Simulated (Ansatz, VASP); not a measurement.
## Al3N in VASP and in Ansatz

```
Al N
1.0
     2.85676    0.00000    0.00000
     0.00000    2.85676    0.00000
     0.00000    0.00000   21.17470
Al N
3 1
Direct
  0.50000 0.50000 0.18890
  0.00000 0.00000 0.28736
  0.50000 0.50000 0.38606
  0.50000 0.83333 0.50271
```

Alike in both runs: task single point; functional PBE; k mesh 9 × 9 × 1; occupations gaussian, width 0.1 eV; collinear spin.

|  | VASP | Ansatz |
| --- | --- | --- |
| version | VASP 6.6.1 | Ansatz 0.2.0 |
| potentials or method | VASP PAW PBE potentials, release 64 (Al, N), cutoff 520 eV | scalar-relativistic, plane waves, PAW |
| valence electrons in the cell | 14 | 14 |

|  | VASP | Ansatz | Ansatz less VASP |
| --- | --- | --- | --- |
| gap on the k mesh at the Fermi level (eV) | none | none | - |
| rms of the force components (eV/Å) | 0.573 | 0.573 | -0.0004 |
| net moment per atom (μB) | 0.58 | 0.58 | 0.000 |
| size of the moment on the site where the two differ most (μB) | 1.64 | 2.19 | +0.549 |

Site moments also hang on the region over which each program counts them. Atom by atom the forces differ by 0.001 eV/Å (rms over components). A gap of «none» marks a metal or a gap that the smearing closes.
